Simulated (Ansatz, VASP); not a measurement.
# One calculation of Li3SI, two programs

```
I S Li
1.0
     4.73682    0.00000    0.00000
     0.00000    4.73682    0.00000
     0.00000    0.00000    4.73682
I S Li
1 1 3
Cartesian
  0.0000 0.0000 0.0000
  2.3684 2.3684 2.3684
  2.3684 2.3684 0.0000
  2.3684 0.0000 2.3684
  0.0000 2.3684 2.3684
```

Alike in both runs: task single point; functional PBE; k mesh 4 × 4 × 4; no spin polarisation.

|  | VASP | Ansatz |
| --- | --- | --- |
| version | VASP 6.6.1 | Ansatz 0.2.0 |
| potentials or method | VASP PAW PBE potentials, release 64 (I, S, Li_sv) | plane waves, PAW |
| plane-wave cutoff (eV) | 520 | 420 |
| occupations | gaussian, width 0.01 eV | fixed |
| valence electrons in the cell | 22 | 32 |

|  | VASP | Ansatz | Ansatz less VASP |
| --- | --- | --- | --- |
| gap on the k mesh at the Fermi level (eV) | 3.51 | 3.52 | +0.006 |

VASP's potentials hold 22 valence electrons a cell and Ansatz's 32, so a difference there can come from the potentials and not from the codes.

Neither program's run includes spin-orbit coupling. Noted on VASP's run: the cutoff is short for stress, so the pressure is rough.
